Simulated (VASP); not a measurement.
# BaTaH4 (Pmm2) in VASP: further runs

The runs below take BaTaH4 through single point, relaxation of cell and atoms, with PBE.

Program: VASP 6.6.1. These are calculated values, not measurements. Logs are shortened: lines on timing, memory, paths and dates and some standing lists are left out, and cuts for length are marked.

**1. The cell of the first run**

The structure is orthorhombic, space group Pmm2 (No. 25). The conventional cell has a = 3.267 Å, b = 3.835 Å, c = 6.062 Å, α = 90.00°, β = 90.00°, γ = 90.00°. Within 3.4 Å of Ba (site symmetry mm2) lie 12 H at 2.56 to 3.25 Å and 2 Ta at 2.97 Å and 2 Ba at 3.27 Å. Within 3.3 Å of Ta (site symmetry mm2) lie 12 H at 2.42 to 3.24 Å and 2 Ba at 2.97 Å and 2 Ta at 3.27 Å. H (site symmetry mm2) has 3 H at 1.75 to 1.77 Å within 2.3 Å. Within 2.7 Å of H (site symmetry mm2) lie 3 H at 1.97 to 2.33 Å and 4 Ba at 2.70 Å. Within 2.5 Å of H (site symmetry mm2) lie 3 H at 1.77 to 1.97 Å and 2 Ta at 2.42 Å. Within 2.4 Å of H (site symmetry mm2) lie 3 H at 1.75 to 2.33 Å.

**2. Single point, PBE**

INCAR

```
PREC = Accurate
ENCUT = 500
EDIFF = 1E-6
ISMEAR = 0
SIGMA = 0.1
LREAL = F
LASPH = T
NELM = 120
ALGO = Normal
ISIF = 2
LWAVE = F
LCHARG = T
GGA = PE
LELF = T
LVHAR = T
NBANDS = 22
GGA_COMPAT = F
```

KPOINTS

```
Automatic mesh
0
Gamma
  6 4 4
```

POSCAR

```
BaTaH4
1.0
    3.2665837700      0.0000000000      0.0000000000
    0.0000000000      3.8345581300      0.0000000000
    0.0000000000      0.0000000000      6.0615177300
Ba Ta H
1 1 4
Direct
    0.0000000000      0.0000000000      0.9603037500
    0.5000000000      0.0000000000      0.5509221400
    0.0000000000      0.5000000000      0.6811224100
    0.5000000000      0.5000000000      0.1196295800
    0.5000000000      0.5000000000      0.7953194000
    0.0000000000      0.5000000000      0.3927027200
```

Potentials or basis: VASP PAW PBE potentials, release 64 (Ba_sv, Ta_sv_GW, H).

Started as:

```bash
cat potpaw_PBE.64/Ba_sv/POTCAR potpaw_PBE.64/Ta_sv_GW/POTCAR potpaw_PBE.64/H/POTCAR > POTCAR
mpirun -np 1 vasp_std > vasp.out
```

OUTCAR:

```text
PREC = Accurate
   ENCUT = 500
   EDIFF = 1E-6
   ISMEAR = 0
   LREAL = F
   LASPH = T
   NELM = 120
   ISIF = 2
   GGA = PE

 ion  position               nearest neighbor table
   1  0.000  0.000  0.960-   3 2.56   3 2.56   4 2.70   4 2.70   4 2.70   4 2.70   5 2.71   5 2.71
                             5 2.71   5 2.71   2 2.97   2 2.97   2 3.94   2 3.94
   2  0.500  0.000  0.551-   1 2.97   1 2.97   1 3.94   1 3.94
   3  0.000  0.500  0.681-   1 2.56   1 2.56
   4  0.500  0.500  0.120-   1 2.70   1 2.70   1 2.70   1 2.70
   5  0.500  0.500  0.795-   1 2.71   1 2.71   1 2.71   1 2.71
   6  0.000  0.500  0.393-

  LATTYP: Found a simple orthorhombic cell.
 ALAT       =     3.2665837700
 B/A-ratio  =     1.1738741144
 C/A-ratio  =     1.8556137411

  Lattice vectors:

 A1 = (   3.2665837700,   0.0000000000,   0.0000000000)
 A2 = (   0.0000000000,   3.8345581300,   0.0000000000)
 A3 = (   0.0000000000,   0.0000000000,   6.0615177300)

Analysis of symmetry for initial positions (statically):
=====================================================================
 Subroutine PRICEL returns:
 Original cell was already a primitive cell.

 Routine SETGRP: Setting up the symmetry group for a
 simple orthorhombic supercell.

 Subroutine GETGRP returns: Found  4 space group operations
 (whereof  4 operations were pure point group operations)
 out of a pool of  8 trial point group operations.

The static configuration has the point symmetry C_2v.

Analysis of symmetry for dynamics (positions and initial velocities):
=====================================================================
 Subroutine PRICEL returns:
 Original cell was already a primitive cell.

 Routine SETGRP: Setting up the symmetry group for a
 simple orthorhombic supercell.

 Subroutine GETGRP returns: Found  4 space group operations
 (whereof  4 operations were pure point group operations)
 out of a pool of  8 trial point group operations.

The dynamic configuration has the point symmetry C_2v.

 Subroutine INISYM returns: Found  4 space group operations
 (whereof  4 operations are pure point group operations),
 and found     1 'primitive' translations

----------------------------------------------------------------------------------------

                                     Primitive cell

  volume of cell :      75.9260

  direct lattice vectors                    reciprocal lattice vectors
     3.266583770  0.000000000  0.000000000     0.306130218  0.000000000  0.000000000
     0.000000000  3.834558130  0.000000000     0.000000000  0.260786241  0.000000000
     0.000000000  0.000000000  6.061517730     0.000000000  0.000000000  0.164975184

  length of vectors
     3.266583770  3.834558130  6.061517730     0.306130218  0.260786241  0.164975184

  position of ions in fractional coordinates (direct lattice)
     0.000000000  0.000000000  0.960303750
     0.500000000  0.000000000  0.550922140
     0.000000000  0.500000000  0.681122410
     0.500000000  0.500000000  0.119629580
     0.500000000  0.500000000  0.795319400
     0.000000000  0.500000000  0.392702720

  ion indices of the primitive-cell ions
   primitive index   ion index
                 1           1
                 2           2
                 3           3
                 4           4
                 5           5
                 6           6

----------------------------------------------------------------------------------------

 KPOINTS: Automatic mesh

Automatic generation of k-mesh.
 Grid dimensions read from file:
 generate k-points for:    6    4    4

 Generating k-lattice:

  Cartesian coordinates                     Fractional coordinates (reciprocal lattice)
     0.051021703  0.000000000  0.000000000     0.166666667  0.000000000  0.000000000
     0.000000000  0.065196560  0.000000000     0.000000000  0.250000000  0.000000000
     0.000000000  0.000000000  0.041243796     0.000000000  0.000000000  0.250000000

  Length of vectors
     0.051021703  0.065196560  0.041243796

  Shift w.r.t. Gamma in fractional coordinates (k-lattice)
     0.000000000  0.000000000  0.000000000

 Subroutine IBZKPT returns following result:
 ===========================================

 Found     36 irreducible k-points:

 Following reciprocal coordinates:
            Coordinates               Weight
  0.000000  0.000000  0.000000      1.000000
  0.166667  0.000000  0.000000      2.000000
  0.333333  0.000000  0.000000      2.000000
  0.500000  0.000000  0.000000      1.000000
  0.000000  0.250000  0.000000      2.000000
  0.166667  0.250000  0.000000      4.000000
[... 16 lines left out ...]
  0.333333  0.500000  0.250000      4.000000
  0.500000  0.500000  0.250000      2.000000
 [... further k-points ...]
   k-points           NKPTS =     36   k-points in BZ     NKDIM =     36   number of bands    NBANDS=     22
   number of dos      NEDOS =    301   number of ions     NIONS =      6
   total plane-waves  NPLWV =  32256
   dimension x,y,z NGX =    24 NGY =   28 NGZ =   48
   dimension x,y,z NGXF=    48 NGYF=   56 NGZF=   96
   ions per type =               1   1   4
   NGX,Y,Z   is equivalent  to a cutoff of  12.21, 12.14, 13.16 a.u.
   NGXF,Y,Z  is equivalent  to a cutoff of  24.43, 24.28, 26.33 a.u.
 SYSTEM =  unknown system
   PREC   = accura    normal or accurate (medium, high low for compatibility)
   ISTART =      0    job   : 0-new  1-cont  2-samecut
   ICHARG =      2    charge: 1-file 2-atom 10-const
   ISPIN  =      1    spin polarized calculation?
   LNONCOLLINEAR =      F non collinear calculations
   LSORBIT =      F    spin-orbit coupling
   LASPH  =      T    aspherical Exc in radial PAW
   ENCUT  =  500.0 eV  36.75 Ry    6.06 a.u.   5.96  6.99 11.05*2*pi/ulx,y,z
   NELM   =    120;   NELMIN=  2; NELMDL= -5     # of ELM steps
   EDIFF  = 0.1E-05   stopping-criterion for ELM
   LREAL  =      F    real-space projection
   EDIFFG = 0.1E-04   stopping-criterion for IOM
   NSW    =      0    number of steps for IOM
   IBRION =     -1    ionic relax: 0-MD 1-quasi-New 2-CG
   NFREE  =      0    steps in history (QN), initial steepest desc. (CG)
   ISIF   =      2    stress and relaxation
   ISYM   =      2    0-nonsym 1-usesym 2-fastsym
   POTIM  = 0.5000    time-step for ionic-motion
   TEBEG  =    0.0;   TEEND  =   0.0 temperature during run
   PSTRESS=    0.0 pullay stress
   NELECT =      27.0000    total number of electrons
   NUPDOWN=      -1.0000    fix difference up-down
   EMIN   =  10.00;   EMAX   =-10.00  energy-range for DOS
   EFERMI =   0.00;   METHOD = LEGACY
   ISMEAR =     0;   SIGMA  =   0.10  broadening in eV -4-tet -1-fermi 0-gaus
   EFERMI_NEDOS =   21; number of points for ismear=-14 and -15
   IALGO  =     38    algorithm
   IMIX   =      4    mixing-type and parameters
     AMIX     =   0.40;   BMIX     =  1.00
     AMIX_MAG =   1.60;   BMIX_MAG =  1.00
  volume/ion in A,a.u.               =      12.65        85.40
  Fermi-wavevector in a.u.,A,eV,Ry     =   1.159843  2.191786 18.303048  1.345236
  Thomas-Fermi vector in A             =   2.296432
   LORBIT       =      0    0 simple, 1 ext, 2 COOP (PROOUT), +10 PAW based schemes
   GGA     = PE    functional components
   LHFCALC =     F    Hartree Fock is set to
   AEXX    =    0.0000 exact exchange contribution
   IVDW    =     0    specifies the selected vdW correction
   LEPSILON=     F    determine dielectric tensor
   LRPA    =     F    only Hartree local field effects (RPA)
 non-spin polarized calculation
 Gauss-broadening in eV      SIGMA  =   0.10
  energy-cutoff  :      500.00
  volume of cell :       75.93
 maximum number of plane-waves:      1952
 NGX is ok and might be reduce to    24
   NGX = 11   NGY = 13   NGZ = 23

 number of electron      26.9999992 magnetization

 Free energy of the ion-electron system (eV)
  ---------------------------------------------------
  ext. energy  EPLUGINS =         0.00000000
  ---------------------------------------------------
  free energy    TOTEN  =       -24.06732833 eV

  energy without entropy =      -24.04734493  energy(sigma->0) =      -24.05733663

 E-fermi :   4.1674     XC(G=0): -10.1047

 val. band max:        4.1212076050   @ k =   0.0000   0.0000   0.2500
 cond. band min:       4.1905027452   @ k =   0.5000   0.2500   0.0000
 fundamental gap:      0.0692951402
 Fermi energy:         4.1674032379

 k-point     1 :       0.0000    0.0000    0.0000
  band No.  band energies     occupation
      1     -64.8991      2.00000
      2     -31.3054      2.00000
      3     -31.2966      2.00000
      4     -31.1283      2.00000
      5     -23.4294      2.00000
      6      -9.1306      2.00000
[... 14 lines left out ...]
     21      10.5752      0.00000
     22      11.1624      0.00000

 k-point     2 :       0.1667    0.0000    0.0000
  band No.  band energies     occupation
      1     -64.8971      2.00000
      2     -31.2983      2.00000
      3     -31.2917      2.00000
      4     -31.1824      2.00000
      5     -23.3236      2.00000
      6      -9.0113      2.00000
[... 14 lines left out ...]
     21       9.5714      0.00000
     22       9.8438      0.00000

 k-point     3 :       0.3333    0.0000    0.0000
  band No.  band energies     occupation
      1     -64.8930      2.00000
      2     -31.2917      2.00000
      3     -31.2820      2.00000
      4     -31.2810      2.00000
      5     -23.0989      2.00000
      6      -9.7831      2.00000
[... 14 lines left out ...]
     21       9.2508      0.00000
     22       9.7853      0.00000
[... 476 lines left out ...]
 k-point    23 :       0.3333    0.5000    0.2500
  band No.  band energies     occupation
      1     -64.8924      2.00000
      2     -31.3164      2.00000
      3     -31.2879      2.00000
      4     -31.2779      2.00000
      5     -23.0059      2.00000
      6      -9.5004      2.00000
[... 14 lines left out ...]
     21      10.4761      0.00000
     22      10.4774      0.00000

 k-point    24 :       0.5000    0.5000    0.2500
  band No.  band energies     occupation
      1     -64.8904      2.00000
      2     -31.3374      2.00000
      3     -31.3109      2.00000
      4     -31.2732      2.00000
      5     -22.8916      2.00000
      6     -10.1019      2.00000
[... 14 lines left out ...]
     21       9.1821      0.00000
     22       9.6704      0.00000

 [... further k-points ...]

------------------------ aborting loop because EDIFF is reached ----------------------------------------

  FORCE on cell =-STRESS in cart. coord.  units (eV):
  Direction    XX          YY          ZZ          XY          YZ          ZX
  --------------------------------------------------------------------------------------
  -------------------------------------------------------------------------------------
  Total       -1.5714070     -9.1826627      6.7633276      0.0000000      0.0000000      0.0000000
  in kB      -33.1595602   -193.7709681    142.7185756      0.0000000      0.0000000      0.0000000
  external PRESSURE =     -28.0706509 kB  Pullay stress =       0.0000000 kB

 VOLUME and BASIS-vectors are now :
 -----------------------------------------------------------------------------
  energy-cutoff  :      500.00
  volume of cell :       75.93
      direct lattice vectors                 reciprocal lattice vectors
     3.266583770  0.000000000  0.000000000     0.306130218  0.000000000  0.000000000
     0.000000000  3.834558130  0.000000000     0.000000000  0.260786241  0.000000000
     0.000000000  0.000000000  6.061517730     0.000000000  0.000000000  0.164975184

 POSITION                                       TOTAL-FORCE (eV/Angst)
 -----------------------------------------------------------------------------------
      0.00000      0.00000      5.82090         0.000000      0.000000      4.324711
      1.63329      0.00000      3.33942         0.000000      0.000000     -2.827768
      0.00000      1.91728      4.12864         0.000000      0.000000     -0.850378
      1.63329      1.91728      0.72514         0.000000      0.000000     -0.249083
      1.63329      1.91728      4.82084         0.000000      0.000000     -0.769607
      0.00000      1.91728      2.38037         0.000000      0.000000      0.372125
 -----------------------------------------------------------------------------------
    total drift:                                0.000000      0.000000     -0.001282

  FREE ENERGIE OF THE ION-ELECTRON SYSTEM (eV)
  ---------------------------------------------------
  free  energy   TOTEN  =       -24.0673283295 eV

  energy  without entropy=      -24.0473449329  energy(sigma->0) =      -24.05733663
```

Wall time 43 s (1 thread of Intel Xeon Platinum 8124M at 3.00GHz (Skylake/Cascade Lake), shared host); peak memory 0.23 GiB.

Results:

- Free energy: -24.0673 eV
- Pressure: -2.8 GPa
- Largest force: 4.325 eV/Å
- Band gap on the k mesh: zero (an odd number of electrons rules out a gap without spin polarisation)

Forces in eV/Å, atoms in the order of the input:
```
Ba   0.000  0.000  4.325
Ta   0.000  0.000 -2.828
H    0.000  0.000 -0.850
H    0.000  0.000 -0.249
H    0.000  0.000 -0.770
H    0.000  0.000  0.372
```

Levels at points of the mesh, in eV from the Fermi level:
| k point | band 11 | band 12 | band 13 | band 14 | band 15 | band 16 |
| --- | --- | --- | --- | --- | --- | --- |
| (0.00, 0.00, 0.00) | -3.29 | -1.39 | -0.84 | -0.18 | 0.73 | 1.55 |
| (0.50, 0.00, 0.00) | -2.46 | -1.90 | -0.56 | -0.29 | 0.23 | 0.63 |
| (0.00, 0.50, 0.00) | -3.54 | -1.79 | -1.32 | 0.89 | 0.94 | 1.65 |
| (0.50, 0.50, 0.00) | -2.30 | -1.51 | -0.52 | -0.24 | 1.07 | 1.52 |
| (0.00, 0.00, 0.50) | -2.53 | -1.18 | -0.17 | 0.11 | 0.88 | 1.00 |
| (0.50, 0.00, 0.50) | -2.97 | -2.95 | -0.68 | -0.66 | 0.04 | 0.49 |
| (0.00, 0.50, 0.50) | -2.88 | -1.11 | -0.48 | 0.83 | 0.97 | 1.13 |
| (0.50, 0.50, 0.50) | -1.96 | -1.83 | -1.21 | -0.59 | 0.86 | 2.05 |

Caveat: the k points lie up to 0.41 Å⁻¹ apart, too coarse for converged energies and pressures of a metal; spin-orbit coupling is left out, which moves the levels of the heavy elements; forces of over 1 eV/Å act on the atoms, so gaps and moduli don't describe the material at rest.

**3. Relaxation of cell and atoms, PBE**

INCAR

```
PREC     = Accurate       # precision mode
ENCUT    = 600            # plane-wave cutoff, eV
EDIFF    = 1E-6           # SCF threshold, eV
ISMEAR   = 0              # smearing method
SIGMA    = 0.1            # smearing width, eV
LREAL    = False          # projectors in reciprocal space
LASPH    = True           # aspherical terms in the spheres
NELM     = 80             # most SCF steps
ALGO     = Normal         # electronic algorithm
ISIF     = 3              # what is computed and relaxed
LWAVE    = False          # write WAVECAR
LCHARG   = False          # write CHGCAR
GGA      = PE             # functional
IBRION   = 2              # ionic algorithm
NSW      = 90             # ionic steps
EDIFFG   = -0.04          # ionic threshold
```

KPOINTS

```
regular mesh
0
Gamma
  6 4 4
```

POSCAR is that of step 2.

Potentials or basis: VASP PAW PBE potentials, release 64 (Ba_sv, Ta_pv, H).

Started as:

```bash
cat potpaw_PBE.64/Ba_sv/POTCAR potpaw_PBE.64/Ta_pv/POTCAR potpaw_PBE.64/H/POTCAR > POTCAR
mpirun -np 1 vasp_std > vasp.out
```

Run time: 12 min. Hardware: 1 thread of Intel Xeon 8259CL, shared host; peak memory 0.27 GiB.

It converged, with:

```
Free energy                           : -24.4872 eV
Relaxed volume                        : 11.60 Å³/atom
Relaxed cell                          : a = 3.254 Å, b = 3.078 Å, c = 6.948 Å, α = 90.00°, β = 90.00°, γ = 90.00°
Space group after relaxing (to 0.1 Å) : Pmm2 (No. 25)
Energy gained by relaxing             : 484.3 meV/atom
Ionic steps                           : 18
Pressure after relaxing               : -0.1 GPa
Largest force after relaxing          : 0.038 eV/Å
Band gap on the k mesh                : zero (an odd number of electrons rules out a gap without spin polarisation)
```

Forces on the atoms (eV/Å):
```
Ba   0.000  0.000  0.000
Ta   0.000  0.000  0.019
H    0.000  0.000  0.022
H    0.000  0.000 -0.008
H    0.000  0.000  0.006
H    0.000  0.000 -0.038
```

Stress tensor (GPa, compression positive):
```
-0.10  0.00  0.00
 0.00 -0.02  0.00
 0.00  0.00 -0.25
```

Step by step:
```
step  energy change (eV)  largest force (eV/Å)  pressure (GPa)  volume (Å³)
   1              0.0000                4.3307           -2.46        75.93
   2             -1.6944                1.0163           -5.48        73.50
   3             -2.0314                1.3170           -5.08        71.99
   4             -2.0945                1.7230           -4.26        71.18
   5             -2.4855                1.5856            0.42        67.03
   6             -2.5416                1.4351            3.73        65.10
   7             -2.7752                0.4940            2.67        66.63
   8             -2.8215                0.3705            2.59        67.63
   9             -2.8607                0.2399           -0.98        70.39
  10             -2.8607                0.2402           -0.95        70.35
  11             -2.8783                0.1949           -0.57        70.12
  12             -2.8937                0.1706            0.38        69.61
  13             -2.8987                0.1159           -0.15        70.07
  14             -2.9003                0.0649           -0.64        70.50
  15             -2.9036                0.0846           -0.11        70.01
  16             -2.9038                0.1111            0.08        69.84
  17             -2.9056                0.0451           -0.04        69.71
  18             -2.9060                0.0383           -0.12        69.60
```

Final structure:
```
Ba Ta H
1.0
     3.25428    0.00000    0.00000
     0.00000    3.07823    0.00000
     0.00000    0.00000    6.94798
Ba Ta H
1 1 4
Direct
  0.00000 0.00000 0.03252
  0.50000 0.00000 0.55380
  0.00000 0.50000 0.62167
  0.50000 0.50000 0.14917
  0.50000 0.50000 0.74605
  0.00000 0.50000 0.39679
```

Levels at points of the mesh, in eV from the Fermi level:
```tsv
k point	band 9	band 10	band 11	band 12	band 13	band 14	band 15	band 16
(0.00, 0.00, 0.00)	-4.82	-4.47	-2.23	-1.85	-0.04	1.08	1.63	2.96
(0.50, 0.00, 0.00)	-6.27	-3.69	-3.53	-1.28	0.83	1.08	1.62	2.04
(0.00, 0.50, 0.00)	-5.75	-3.43	-2.11	-0.74	-0.06	1.03	1.53	1.74
(0.50, 0.50, 0.00)	-5.82	-4.75	-1.76	-0.68	0.12	1.17	1.18	1.58
(0.00, 0.00, 0.50)	-5.90	-3.60	-2.59	-1.63	-0.06	1.21	1.70	2.78
(0.50, 0.00, 0.50)	-6.41	-4.28	-3.01	-1.49	0.81	1.03	1.88	2.01
(0.00, 0.50, 0.50)	-5.33	-3.13	-2.59	-0.05	-0.05	0.84	0.86	1.63
(0.50, 0.50, 0.50)	-6.00	-4.41	-1.10	-0.95	-0.90	0.44	1.15	2.51
```

Caveat: the k points lie up to 0.51 Å⁻¹ apart in the final cell, too coarse for converged energies and pressures of a metal; a cell axis changed by over 15 % at a fixed basis, so the end point is rough; spin-orbit coupling is left out, which moves the levels of the heavy elements.

(Part 1 of 2 ends here.)
